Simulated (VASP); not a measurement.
# Li in VASP: further runs

Runs on Li. Level: PBE. Tasks: single point.

Program: VASP 6.6.1. These are calculated values, not measurements. Logs are shortened: lines on timing, memory, paths and dates and some standing lists are left out, and cuts for length are marked.

## Step 1: The cell of the first run

The structure is orthorhombic, space group Immm (No. 71). The conventional cell has a = 3.047 Å, b = 3.120 Å, c = 4.250 Å, α = 90.00°, β = 90.00°, γ = 90.00°. Li (site symmetry mmm) has 12 Li at 3.04 to 3.12 Å within 4.0 Å.

## Step 2: Single point, PBE

Contents of INCAR:

```
SYSTEM = Li
PREC = Accurate ; ENCUT = 520
EDIFF = 1E-6 ; ISMEAR = 0
SIGMA = 0.1 ; LREAL = .False.
LASPH = .True. ; NELM = 100
ALGO = Normal ; ISIF = 2
LWAVE = .False. ; LCHARG = .False.
GGA = PE ; NBANDS = 8
```

Contents of KPOINTS:

```
regular mesh
0
Gamma
  8 8 8
  0 0 0
```

Contents of POSCAR:

```
Li
1.0
   -1.5234961111      1.5600074166      2.1249037717
    1.5234961111     -1.5600074166      2.1249037717
    1.5234961111      1.5600074166     -2.1249037717
Li
1
Direct
    0.0000000000      0.0000000000      0.0000000000
```

Potentials or basis: VASP PAW PBE potentials, release 64 (Li_sv).

The run is started by

```sh
$ cat potpaw_PBE.64/Li_sv/POTCAR > POTCAR
$ mpirun -np 1 vasp_std > vasp.out
```

OUTCAR:

```text
SYSTEM = Li
   PREC = Accurate
   ENCUT = 520
   EDIFF = 1E-6
   ISMEAR = 0
   LREAL = .False.
   LASPH = .True.
   NELM = 100
   ISIF = 2
   GGA = PE

 ion  position               nearest neighbor table
   1  0.000  0.000  0.000-

  LATTYP: Found a body centered orthorhombic cell.
 ALAT       =     3.0469922222
 B/A-ratio  =     1.0239654734
 C/A-ratio  =     1.3947549693

  Lattice vectors:

 A1 = (  -1.5234961111,   1.5600074166,   2.1249037717)
 A2 = (   1.5234961111,  -1.5600074166,   2.1249037717)
 A3 = (   1.5234961111,   1.5600074166,  -2.1249037717)

Analysis of symmetry for initial positions (statically):
=====================================================================
 Subroutine PRICEL returns:
 Original cell was already a primitive cell.

 Routine SETGRP: Setting up the symmetry group for a
 body centered orthorhombic supercell.

 Subroutine GETGRP returns: Found  8 space group operations
 (whereof  8 operations were pure point group operations)
 out of a pool of  8 trial point group operations.

The static configuration has the point symmetry D_2h.

Analysis of symmetry for dynamics (positions and initial velocities):
=====================================================================
 Subroutine PRICEL returns:
 Original cell was already a primitive cell.

 Routine SETGRP: Setting up the symmetry group for a
 body centered orthorhombic supercell.

 Subroutine GETGRP returns: Found  8 space group operations
 (whereof  8 operations were pure point group operations)
 out of a pool of  8 trial point group operations.

The dynamic configuration has the point symmetry D_2h.

 Subroutine INISYM returns: Found  8 space group operations
 (whereof  8 operations are pure point group operations),
 and found     1 'primitive' translations

----------------------------------------------------------------------------------------

                                     Primitive cell

  volume of cell :      20.2007

  direct lattice vectors                    reciprocal lattice vectors
    -1.523496111  1.560007417  2.124903772     0.000000000  0.320511297  0.235304773
     1.523496111 -1.560007417  2.124903772     0.328192502  0.000000000  0.235304773
     1.523496111  1.560007417 -2.124903772     0.328192502  0.320511297  0.000000000

  length of vectors
     3.044647694  3.044647694  3.044647694     0.397612660  0.403829982  0.458735010

  position of ions in fractional coordinates (direct lattice)
[... 78 lines left out ...]
   LREAL  =      F    real-space projection
   EDIFFG = 0.1E-04   stopping-criterion for IOM
   NSW    =      0    number of steps for IOM
   IBRION =     -1    ionic relax: 0-MD 1-quasi-New 2-CG
   NFREE  =      0    steps in history (QN), initial steepest desc. (CG)
   ISIF   =      2    stress and relaxation
   ISYM   =      2    0-nonsym 1-usesym 2-fastsym
   POTIM  = 0.5000    time-step for ionic-motion
   TEBEG  =    0.0;   TEEND  =   0.0 temperature during run
   PSTRESS=    0.0 pullay stress
   NELECT =       3.0000    total number of electrons
   NUPDOWN=      -1.0000    fix difference up-down
   EMIN   =  10.00;   EMAX   =-10.00  energy-range for DOS
   EFERMI =   0.00;   METHOD = LEGACY
   ISMEAR =     0;   SIGMA  =   0.10  broadening in eV -4-tet -1-fermi 0-gaus
   EFERMI_NEDOS =   21; number of points for ismear=-14 and -15
   IALGO  =     38    algorithm
   IMIX   =      4    mixing-type and parameters
     AMIX     =   0.40;   BMIX     =  1.00
     AMIX_MAG =   1.60;   BMIX_MAG =  1.00
  volume/ion in A,a.u.               =      20.20       136.32
  Fermi-wavevector in a.u.,A,eV,Ry     =   0.866948  1.638293 10.226112  0.751598
  Thomas-Fermi vector in A             =   1.985410
   LORBIT       =      0    0 simple, 1 ext, 2 COOP (PROOUT), +10 PAW based schemes
   GGA     = PE    functional components
   LHFCALC =     F    Hartree Fock is set to
   AEXX    =    0.0000 exact exchange contribution
   IVDW    =     0    specifies the selected vdW correction
   LEPSILON=     F    determine dielectric tensor
   LRPA    =     F    only Hartree local field effects (RPA)
 non-spin polarized calculation
 Gauss-broadening in eV      SIGMA  =   0.10
  energy-cutoff  :      520.00
  volume of cell :       20.20
 maximum number of plane-waves:       556
   NGX = 11   NGY = 11   NGZ = 11

 number of electron       2.9999997 magnetization

 Free energy of the ion-electron system (eV)
  ---------------------------------------------------
  ext. energy  EPLUGINS =         0.00000000
  ---------------------------------------------------
  free energy    TOTEN  =        -1.90199667 eV

  energy without entropy =       -1.90060251  energy(sigma->0) =       -1.90129959

 E-fermi :   0.5051     XC(G=0):  -7.0526

 val. band max:        0.4178756040   @ k =  -0.2500  -0.3750   0.1250
 cond. band min:       0.5553478344   @ k =   0.5000   0.0000  -0.0000
 fundamental gap:      0.1374722304
 Fermi energy:         0.5050886954

 k-point     1 :       0.0000    0.0000    0.0000
  band No.  band energies     occupation
      1     -45.8877      2.00000
      2      -2.9303      2.00000
      3      14.7875      0.00000
      4      14.9729      0.00000
      5      15.2816      0.00000
      6      18.5288      0.00000
      7      18.9601      0.00000
      8      19.2553      0.00000
[... 243 lines left out ...]
 k-point    24 :       0.2500    0.3750    0.0000
  band No.  band energies     occupation
      1     -45.8660      2.00000
      2       1.7321      0.00000
      3       4.0754      0.00000
      4       8.2402      0.00000
      5      11.3437      0.00000
      6      15.2926      0.00000
      7      21.4015      0.00000
      8      22.5865      0.00000

 [... further k-points ...]

------------------------ aborting loop because EDIFF is reached ----------------------------------------

  FORCE on cell =-STRESS in cart. coord.  units (eV):
  Direction    XX          YY          ZZ          XY          YZ          ZX
  --------------------------------------------------------------------------------------
  -------------------------------------------------------------------------------------
  Total        0.0571155     -0.0669461      0.0107757     -0.0000000      0.0000000      0.0000000
  in kB        4.5299919     -5.3096846      0.8546493     -0.0000000      0.0000000      0.0000000
  external PRESSURE =       0.0249855 kB  Pullay stress =       0.0000000 kB

 VOLUME and BASIS-vectors are now :
 -----------------------------------------------------------------------------
  energy-cutoff  :      520.00
  volume of cell :       20.20
      direct lattice vectors                 reciprocal lattice vectors
    -1.523496111  1.560007417  2.124903772     0.000000000  0.320511297  0.235304773
     1.523496111 -1.560007417  2.124903772     0.328192502  0.000000000  0.235304773
     1.523496111  1.560007417 -2.124903772     0.328192502  0.320511297  0.000000000

 POSITION                                       TOTAL-FORCE (eV/Angst)
 -----------------------------------------------------------------------------------
      0.00000      0.00000      0.00000         0.000000      0.000000      0.000000
 -----------------------------------------------------------------------------------
    total drift:                                0.000000      0.000000     -0.000000

  FREE ENERGIE OF THE ION-ELECTRON SYSTEM (eV)
  ---------------------------------------------------
  free  energy   TOTEN  =        -1.9019966717 eV

  energy  without entropy=       -1.9006025102  energy(sigma->0) =       -1.90129959
```

stdout:

```text
POSCAR found type information on POSCAR Li
 POSCAR found :  1 types and       1 ions
 scaLAPACK will be used
 LDA part: xc-table for (Slater+PW92), standard interpolation
 POSCAR, INCAR and KPOINTS ok, starting setup
 FFT: planning ... GRIDC
 FFT: planning ... GRID_SOFT
 FFT: planning ... GRID
 WAVECAR not read
 entering main loop
```

Run time: 12 s. Hardware: 1 thread of Intel Xeon 8259CL, shared host; peak memory 0.13 GiB.

What came out:

| Item | Value |
| --- | --- |
| Free energy | -1.9020 eV |
| Band gap on the k mesh | zero (an odd number of electrons rules out a gap without spin polarisation) |

Levels at points of the mesh, in eV from the Fermi level:
| k point | band 1 | band 2 | band 3 | band 4 | band 5 | band 6 | band 7 |
| --- | --- | --- | --- | --- | --- | --- | --- |
| (0.00, 0.00, 0.00) | -46.39 | -3.44 | 14.28 | 14.47 | 14.78 | 18.02 | 18.46 |
| (0.50, 0.00, 0.00) | -46.38 | 0.05 | 2.98 | 12.78 | 13.06 | 16.78 | 17.01 |
| (0.00, 0.50, 0.00) | -46.37 | 0.18 | 3.16 | 12.38 | 12.88 | 16.19 | 16.99 |
| (0.50, 0.50, 0.00) | -46.37 | 1.55 | 4.74 | 8.65 | 8.77 | 10.91 | 15.64 |
| (0.50, 0.50, 0.50) | -46.37 | 1.89 | 5.08 | 8.02 | 8.67 | 10.52 | 15.36 |

Caveat: the cutoff is under 1.25 times the usual one of these potentials, so pressure, stress and relaxed cells hold a basis-set (Pulay) error.

## Step 3: Single point, PBE

This run uses another cell than the first one: it holds 4 atoms, not 1.

Contents of INCAR:

```
ALGO = Fast ; EDIFF = 1E-6
ENCUT = 520 ; GGA = PE
ISIF = 2 ; ISMEAR = 0
LASPH = T ; LCHARG = F
LREAL = F ; LWAVE = F
NBANDS = 14 ; NELM = 60
PREC = Accurate ; SIGMA = 0.2
```

Contents of KPOINTS:

```
k-points
0
Gamma
  8 6 6
```

Contents of POSCAR:

```
Li
1.0
   -0.0000251662     -0.0042660596      3.1200119165
    5.2031570887     -0.5181851244      0.0103992507
   -3.0420874865      5.2803654333     -0.0095406190
Li
4
Direct
    0.2517866696      0.0002578695     -0.0004534195
    0.2484773347      1.0008064157      0.5006768014
    0.7492292327      0.4991176347     -0.0008442446
    0.7505067629      0.4998180800      0.5006208627
```

Potentials or basis: VASP PAW PBE potentials, release 64 (Li_sv).

The run is started by

```sh
$ cat potpaw_PBE.64/Li_sv/POTCAR > POTCAR
$ mpirun -np 1 vasp_std > vasp.out
```

Wall time 4.2 min (1 thread of Intel Xeon 8259CL, shared host); peak memory 0.27 GiB.

The run converged. Its results:

```yaml
Free_energy: -7.6437 eV
Largest_force: 0.013 eV/Å
Band_gap_on_the_k_mesh: zero (bands 6 and 7 overlap by 2.71 eV)
```

Forces in eV/Å, atoms in the order of the input:
```
Li  -0.006  0.006 -0.003
Li  -0.008 -0.010  0.002
Li   0.007  0.011  0.002
Li   0.007 -0.007  0.000
```

Levels at points of the mesh, in eV from the Fermi level:
```tsv
k point	band 2	band 3	band 4	band 5	band 6	band 7	band 8	band 9	band 10	band 11
(0.00, 0.00, 0.00)	-46.49	-46.49	-46.48	-3.55	0.06	0.06	1.77	3.05	3.05	4.96
(0.50, 0.00, 0.00)	-46.49	-46.49	-46.49	-0.66	-0.66	3.42	3.43	3.53	3.54	4.32
(0.00, 0.50, 0.00)	-46.50	-46.49	-46.49	-1.99	-1.99	-0.52	-0.52	5.72	5.73	8.51
(0.50, 0.50, 0.00)	-46.49	-46.49	-46.49	-0.07	-0.06	1.42	1.46	2.86	2.87	4.61
(0.00, 0.00, 0.50)	-46.50	-46.49	-46.49	-2.42	-2.41	0.64	0.65	4.46	4.48	8.18
(0.50, 0.00, 0.50)	-46.49	-46.49	-46.49	0.41	0.42	0.43	0.44	4.35	4.36	4.37
(0.00, 0.50, 0.50)	-46.50	-46.49	-46.49	-2.42	-2.41	0.65	0.65	4.47	4.47	8.20
(0.50, 0.50, 0.50)	-46.49	-46.49	-46.49	0.41	0.42	0.43	0.43	4.35	4.37	4.37
```

Caveat: the cutoff is under 1.25 times the usual one of these potentials, so pressure, stress and relaxed cells hold a basis-set (Pulay) error.

The gap in the log of VASP goes by the Fermi energy; the results here count the filled bands.